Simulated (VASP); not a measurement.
# TlPt (P6/mmm) in VASP: single point with PBEsol

Aim: the single point of TlPt with PBEsol.

All numbers are computed with VASP 6.6.1; they aren't measurements. Logs are shortened: lines on timing, memory, paths and dates and some standing lists are left out, and cuts for length are marked.

## Step 1: The cell of the first run

Symmetry: P6/mmm, No. 191, hexagonal system. Conventional cell: a = 6.261 Å, b = 6.261 Å, c = 4.063 Å, α = 90.00°, β = 90.00°, γ = 120.00°. Within 3.6 Å of Tl (site symmetry mmm) lie 6 Pt at 2.72 to 3.13 Å and 4 Tl at 3.13 Å. Pt (site symmetry 6/mmm) has 6 Tl at 3.13 Å and 14 Pt at 4.06 to 4.15 Å within 4.2 Å. Within 3.7 Å of Pt (site symmetry -6m2) lie 6 Tl at 2.72 Å and 3 Pt at 3.61 Å.

## Step 2: Single point, PBEsol

POSCAR

```
TlPt
1.0
    6.2612371531      0.0000000000      0.0000000000
   -3.1306185765      5.4223904337      0.0000000000
    0.0000000000      0.0000000000      4.0630009906
Tl Pt
3 3
Direct
    0.0000000000      0.5000000000      0.0000000000
    0.5000000000      0.0000000000      0.0000000000
    0.5000000000      0.5000000000      0.0000000000
    0.0000000000      0.0000000000      0.0000000000
    0.6666666667      0.3333333333      0.5000000000
    0.3333333333      0.6666666667      0.5000000000
```

INCAR.step1

```
SYSTEM = TlPt
PREC     = Accurate       ! precision mode
ENCUT    = 520            ! plane-wave cutoff, eV
EDIFF    = 1E-7           ! SCF threshold, eV
ISMEAR   = 0              ! smearing method
SIGMA    = 0.1            ! smearing width, eV
LREAL    = .FALSE.        ! projectors in reciprocal space
LASPH    = .TRUE.         ! aspherical terms in the spheres
NELM     = 100            ! most SCF steps
ALGO     = Fast           ! electronic algorithm
ISIF     = 2              ! what is computed and relaxed
LWAVE    = .FALSE.        ! write WAVECAR
LCHARG   = .TRUE.         ! write CHGCAR
LMAXMIX  = 4              ! l up to which the mixer works
GGA      = PS             ! functional
NBANDS   = 44             ! bands
```

KPOINTS.step1

```
regular mesh
0
G
  6 6 10
  0 0 0
```

INCAR.step2

```
SYSTEM = TlPt
PREC     = Accurate       ! precision mode
ENCUT    = 520            ! plane-wave cutoff, eV
EDIFF    = 1E-7           ! SCF threshold, eV
ISMEAR   = -5             ! smearing method
SIGMA    = 0.1            ! smearing width, eV
LREAL    = .FALSE.        ! projectors in reciprocal space
LASPH    = .TRUE.         ! aspherical terms in the spheres
NELM     = 100            ! most SCF steps
ALGO     = Fast           ! electronic algorithm
ISIF     = 2              ! what is computed and relaxed
LWAVE    = .FALSE.        ! write WAVECAR
LCHARG   = .FALSE.        ! write CHGCAR
LMAXMIX  = 4              ! l up to which the mixer works
GGA      = PS             ! functional
LORBIT   = 11             ! projections on sites
NBANDS   = 44             ! bands
NEDOS    = 1001           ! points of the DOS
ICHARG   = 11             ! starting density
```

KPOINTS.step2

```
regular mesh
0
G
  9 9 15
  0 0 0
```

Potentials or basis: VASP PAW PBE potentials, release 64 (Tl_d, Pt).

Started as:

```
$ cat potpaw_PBE.64/Tl_d/POTCAR potpaw_PBE.64/Pt/POTCAR > POTCAR
$ cp INCAR.step1 INCAR
$ cp KPOINTS.step1 KPOINTS
$ mpirun -np 1 vasp_std > vasp.out
$ cp INCAR.step2 INCAR
$ cp KPOINTS.step2 KPOINTS
$ mpirun -np 1 vasp_std > vasp.out
```

OUTCAR:

```text
SYSTEM = TlPt
   PREC = Accurate
   ENCUT = 520
   EDIFF = 1E-7
   ISMEAR = -5
   LREAL = .FALSE.
   LASPH = .TRUE.
   NELM = 100
   ISIF = 2
   GGA = PS
   LORBIT = 11
   ICHARG = 11

 ion  position               nearest neighbor table
   1  0.000  0.500  0.000-   5 2.72   6 2.72   5 2.72   6 2.72   4 3.13   4 3.13   3 3.13   3 3.13
                             2 3.13   2 3.13
   2  0.500  0.000  0.000-   5 2.72   6 2.72   5 2.72   6 2.72   3 3.13   3 3.13   4 3.13   4 3.13
                             1 3.13   1 3.13
   3  0.500  0.500  0.000-   5 2.72   6 2.72   5 2.72   6 2.72   2 3.13   2 3.13   1 3.13   1 3.13
                             4 3.13   4 3.13
   4  0.000  0.000  0.000-   1 3.13   1 3.13   2 3.13   2 3.13   3 3.13   3 3.13
   5  0.667  0.333  0.500-   2 2.72   2 2.72   1 2.72   1 2.72   3 2.72   3 2.72
   6  0.333  0.667  0.500-   2 2.72   2 2.72   1 2.72   1 2.72   3 2.72   3 2.72

  LATTYP: Found a hexagonal cell.
 ALAT       =     6.2612371531
 C/A-ratio  =     0.6489134481

  Lattice vectors:

 A1 = (   6.2612371531,   0.0000000000,   0.0000000000)
 A2 = (  -3.1306185765,   5.4223904337,   0.0000000000)
 A3 = (   0.0000000000,   0.0000000000,   4.0630009906)

Analysis of symmetry for initial positions (statically):
=====================================================================
 Subroutine PRICEL returns:
 Original cell was already a primitive cell.

 Routine SETGRP: Setting up the symmetry group for a
 hexagonal supercell.

 Subroutine GETGRP returns: Found 24 space group operations
 (whereof 24 operations were pure point group operations)
 out of a pool of 24 trial point group operations.

The static configuration has the point symmetry D_6h.

Analysis of symmetry for dynamics (positions and initial velocities):
=====================================================================
 Subroutine PRICEL returns:
 Original cell was already a primitive cell.

 Routine SETGRP: Setting up the symmetry group for a
 hexagonal supercell.

 Subroutine GETGRP returns: Found 24 space group operations
 (whereof 24 operations were pure point group operations)
 out of a pool of 24 trial point group operations.

The dynamic configuration has the point symmetry D_6h.

 Subroutine INISYM returns: Found 24 space group operations
 (whereof 24 operations are pure point group operations),
 and found     1 'primitive' translations

----------------------------------------------------------------------------------------

                                     Primitive cell

  volume of cell :     137.9424

  direct lattice vectors                    reciprocal lattice vectors
     6.261237153  0.000000000  0.000000000     0.159712845  0.092210254  0.000000000
    -3.130618576  5.422390434  0.000000000     0.000000000  0.184420508  0.000000000
     0.000000000  0.000000000  4.063000991     0.000000000  0.000000000  0.246123494

  length of vectors
     6.261237153  6.261237153  4.063000991     0.184420508  0.184420508  0.246123494

  position of ions in fractional coordinates (direct lattice)
     0.000000000  0.500000000  0.000000000
     0.500000000  0.000000000  0.000000000
     0.500000000  0.500000000  0.000000000
     0.000000000  0.000000000  0.000000000
     0.666666667  0.333333333  0.500000000
     0.333333333  0.666666667  0.500000000

  ion indices of the primitive-cell ions
   primitive index   ion index
                 1           1
                 2           2
                 3           3
                 4           4
                 5           5
                 6           6

----------------------------------------------------------------------------------------

 KPOINTS: regular mesh

Automatic generation of k-mesh.
 Grid dimensions read from file:
 generate k-points for:    9    9   15

 Generating k-lattice:

  Cartesian coordinates                     Fractional coordinates (reciprocal lattice)
     0.017745872  0.010245584  0.000000000     0.111111111  0.000000000  0.000000000
     0.000000000  0.020491168  0.000000000     0.000000000  0.111111111  0.000000000
     0.000000000  0.000000000  0.016408233     0.000000000  0.000000000  0.066666667

  Length of vectors
     0.020491168  0.020491168  0.016408233

  Shift w.r.t. Gamma in fractional coordinates (k-lattice)
     0.000000000  0.000000000  0.000000000

 TETIRR: Found   1191 inequivalent tetrahedra from     7290

 Subroutine IBZKPT returns following result:
 ===========================================

 Found     96 irreducible k-points:

 Following reciprocal coordinates:
            Coordinates               Weight
  0.000000  0.000000  0.000000      1.000000
  0.111111 -0.000000  0.000000      6.000000
  0.222222 -0.000000  0.000000      6.000000
  0.333333  0.000000  0.000000      6.000000
  0.444444 -0.000000  0.000000      6.000000
  0.111111  0.111111  0.000000      6.000000
[... 16 lines left out ...]
  0.333333  0.222222  0.066667     24.000000
  0.333333  0.333333  0.066667      4.000000
 [... further k-points ...]
   k-points           NKPTS =     96   k-points in BZ     NKDIM =     96   number of bands    NBANDS=     44
   number of dos      NEDOS =   1001   number of ions     NIONS =      6
   total plane-waves  NPLWV =  69120
   dimension x,y,z NGX =    48 NGY =   48 NGZ =   30
   dimension x,y,z NGXF=    96 NGYF=   96 NGZF=   60
   ions per type =               3   3
   NGX,Y,Z   is equivalent  to a cutoff of  12.74, 12.74, 12.28 a.u.
   NGXF,Y,Z  is equivalent  to a cutoff of  25.49, 25.49, 24.55 a.u.
 SYSTEM =  TlPt
   PREC   = accura    normal or accurate (medium, high low for compatibility)
   ISTART =      0    job   : 0-new  1-cont  2-samecut
   ICHARG =     11    charge: 1-file 2-atom 10-const
   ISPIN  =      1    spin polarized calculation?
   LNONCOLLINEAR =      F non collinear calculations
   LSORBIT =      F    spin-orbit coupling
   LASPH  =      T    aspherical Exc in radial PAW
   ENCUT  =  520.0 eV  38.22 Ry    6.18 a.u.  11.64 11.64  7.55*2*pi/ulx,y,z
   NELM   =    100;   NELMIN=  2; NELMDL=  0     # of ELM steps
   EDIFF  = 0.1E-06   stopping-criterion for ELM
   LREAL  =      F    real-space projection
   EDIFFG = 0.1E-05   stopping-criterion for IOM
   NSW    =      0    number of steps for IOM
   IBRION =     -1    ionic relax: 0-MD 1-quasi-New 2-CG
   NFREE  =      0    steps in history (QN), initial steepest desc. (CG)
   ISIF   =      2    stress and relaxation
   ISYM   =      2    0-nonsym 1-usesym 2-fastsym
   POTIM  = 0.5000    time-step for ionic-motion
   TEBEG  =    0.0;   TEEND  =   0.0 temperature during run
   PSTRESS=    0.0 pullay stress
   NELECT =      69.0000    total number of electrons
   NUPDOWN=      -1.0000    fix difference up-down
   EMIN   =  10.00;   EMAX   =-10.00  energy-range for DOS
   EFERMI =   0.00;   METHOD = LEGACY
   ISMEAR =    -5;   SIGMA  =   0.10  broadening in eV -4-tet -1-fermi 0-gaus
   EFERMI_NEDOS =   21; number of points for ismear=-14 and -15
   IALGO  =     68    algorithm
   IMIX   =      4    mixing-type and parameters
     AMIX     =   0.40;   BMIX     =  1.00
     AMIX_MAG =   1.60;   BMIX_MAG =  1.00
  volume/ion in A,a.u.               =      22.99       155.15
  Fermi-wavevector in a.u.,A,eV,Ry     =   1.299547  2.455787 22.977815  1.688822
  Thomas-Fermi vector in A             =   2.430803
   LORBIT       =     11    0 simple, 1 ext, 2 COOP (PROOUT), +10 PAW based schemes
   GGA     = PS    functional components
   LHFCALC =     F    Hartree Fock is set to
   AEXX    =    0.0000 exact exchange contribution
   IVDW    =     0    specifies the selected vdW correction
   LEPSILON=     F    determine dielectric tensor
   LRPA    =     F    only Hartree local field effects (RPA)
 non-spin polarized calculation
 RMM-DIIS sequential band-by-band and
 Fermi weights with tetrahedron method with Bloechl corrections
  energy-cutoff  :      520.00
  volume of cell :      137.94
 maximum number of plane-waves:      3753
 NGX is ok and might be reduce to    48

 number of electron      69.0000007 magnetization

 Free energy of the ion-electron system (eV)
  ---------------------------------------------------
  ext. energy  EPLUGINS =         0.00000000
  ---------------------------------------------------
  free energy    TOTEN  =       -25.21091519 eV

  energy without entropy =      -25.21091519  energy(sigma->0) =      -25.21091519

 E-fermi :   6.6929     XC(G=0): -11.1288

 val. band max:        6.7602494692   @ k =   0.3333   0.3333   0.1333
 cond. band min:       6.5363343275   @ k =   0.0000   0.0000   0.0667
 fundamental gap:     -0.2239151416
 Fermi energy:         6.6928853233

 k-point     1 :       0.0000    0.0000    0.0000
  band No.  band energies     occupation
      1      -6.0053      2.00000
      2      -5.3191      2.00000
      3      -5.3191      2.00000
      4      -5.2183      2.00000
      5      -5.0626      2.00000
      6      -5.0625      2.00000
[... 36 lines left out ...]
     43      14.7863      0.00000
     44      15.1322      0.00000

 k-point     2 :       0.1111   -0.0000    0.0000
  band No.  band energies     occupation
      1      -5.9663      2.00000
      2      -5.3114      2.00000
      3      -5.2877      2.00000
      4      -5.2114      2.00000
      5      -5.0610      2.00000
      6      -5.0542      2.00000
[... 1026 lines left out ...]
 k-point    24 :       0.3333    0.3333    0.0667
  band No.  band energies     occupation
      1      -5.2898      2.00000
      2      -5.2898      2.00000
      3      -5.1363      2.00000
      4      -5.1070      2.00000
      5      -5.1069      2.00000
      6      -4.9382      2.00000
[... 36 lines left out ...]
     43      13.5294      0.00000
     44      13.6099      0.00000

 [... further k-points ...]

------------------------ aborting loop because EDIFF is reached ----------------------------------------

  FORCE on cell =-STRESS in cart. coord.  units (eV):
  Direction    XX          YY          ZZ          XY          YZ          ZX
  --------------------------------------------------------------------------------------
  -------------------------------------------------------------------------------------
  Total        0.1612500      0.1612500     -0.0121826      0.0000000     -0.0000000      0.0000000
  in kB        1.8728904      1.8728904     -0.1414989      0.0000000     -0.0000000      0.0000000
  external PRESSURE =       1.2014273 kB  Pullay stress =       0.0000000 kB

 VOLUME and BASIS-vectors are now :
 -----------------------------------------------------------------------------
  energy-cutoff  :      520.00
  volume of cell :      137.94
      direct lattice vectors                 reciprocal lattice vectors
     6.261237153  0.000000000  0.000000000     0.159712845  0.092210254  0.000000000
    -3.130618576  5.422390434  0.000000000     0.000000000  0.184420508  0.000000000
     0.000000000  0.000000000  4.063000991     0.000000000  0.000000000  0.246123494

 POSITION                                       TOTAL-FORCE (eV/Angst)
 -----------------------------------------------------------------------------------
     -1.56531      2.71120      0.00000         0.000000      0.000000      0.000000
      3.13062      0.00000      0.00000         0.000000      0.000000      0.000000
      1.56531      2.71120      0.00000         0.000000      0.000000      0.000000
      0.00000      0.00000      0.00000         0.000000      0.000000      0.000000
      3.13062      1.80746      2.03150        -0.000000      0.000000      0.000000
     -0.00000      3.61493      2.03150        -0.000000     -0.000000      0.000000
 -----------------------------------------------------------------------------------
    total drift:                               -0.000000      0.000000      0.000000

  FREE ENERGIE OF THE ION-ELECTRON SYSTEM (eV)
  ---------------------------------------------------
  free  energy   TOTEN  =       -25.2109151929 eV

  energy  without entropy=      -25.2109151929  energy(sigma->0) =      -25.21091519

 total charge

# of ion       s       p       d       tot
------------------------------------------
    1        0.999   0.637   9.688  11.325
    2        0.999   0.637   9.688  11.325
    3        0.999   0.637   9.688  11.325
    4        0.541   0.113   8.221   8.875
    5        0.655   0.362   8.274   9.291
    6        0.655   0.362   8.274   9.291
--------------------------------------------------
tot          4.850   2.748  53.833  61.431
```

It took 7.7 min on 1 thread of AMD EPYC 9R45 (Zen 5), shared host; peak memory 0.54 GiB.

What came out:

| Quantity | Value |
| --- | --- |
| Valence electrons inside the program's atomic spheres | Tl 11.32; Pt 8.88, 9.29 (each value once) |

Caveat: the PAW data sets were made with another functional, which shifts forces and pressure a little; spin-orbit coupling is left out, which moves the levels of the heavy elements.
